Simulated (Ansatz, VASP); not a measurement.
One calculation of O, two programs

INCAR

```
PREC = Accurate
ENCUT = 520
EDIFF = 1E-6
ISMEAR = -1
SIGMA = 0.02
LREAL = False
LASPH = True
NELM = 100
ALGO = Normal
ISIF = 2
LWAVE = False
LCHARG = True
GGA = PE
LELF = True
LVHAR = True
NBANDS = 13
```

KPOINTS

```
regular mesh
0
Gamma
  10 10 10
```

The input POSCAR:

```
O
1.0
    1.4041122177      0.8106645668      3.3622362452
   -1.4041122177      0.8106645668      3.3622362452
    0.0000000000     -1.6213291337      3.3622362452
O
2
Direct
    0.0577000000      0.0577000000      0.0577000000
    0.9423000000      0.9423000000      0.9423000000
```

Input for Ansatz:

```yaml
crystal:
  lattice:
    - [1.4041122177, 0.8106645668, 3.3622362452]
    - [-1.4041122177, 0.8106645668, 3.3622362452]
    - [0.0, -1.6213291337, 3.3622362452]
  atoms:
    - { symbol: O, position: [0.0577, 0.0577, 0.0577] }
    - { symbol: O, position: [0.9423, 0.9423, 0.9423] }
kpoints:
  mp_grid: { grid: [10, 10, 10] }
scf:
  occupations: { method: fermi_dirac, width: 0.02 }
hamiltonian:
  xc: pbe
  pseudopotentials: { kind: all_electron, lapw: { basis_error: 0.0005 } }
output:
  forces: true
  stress: true
  eigenvalues: true
```

Change from the starting cell: volume scaled by 0.96.

Alike in both runs: task single point; functional PBE; k mesh 10 × 10 × 10; occupations fermi-dirac, width 0.02 eV; no spin polarisation.

|  | VASP | Ansatz |
| --- | --- | --- |
| version | VASP 6.6.1 | Ansatz 0.2.0 |
| potentials or method | VASP PAW PBE potentials, release 64 (O), cutoff 520 eV | all-electron LAPW, scalar-relativistic |

```csv
,VASP,Ansatz,Ansatz less VASP
pressure (GPa),15.0,10.2,-4.77
"traceless stress, the component that is largest in VASP (GPa)",42.04,31.85,-10.193
rms of the force components (eV/Å),3.466,2.360,-1.1057
```

Atom by atom the forces differ by 1.106 eV/Å (rms over components). One of these differences is far larger than is usual between the two programs; its cause wasn't traced. Ansatz ran all-electron here, and VASP with PAW potentials.

Noted on VASP's run: the standard files for N, O and F lose accuracy on very short bonds; spin is off for a triplet molecule.
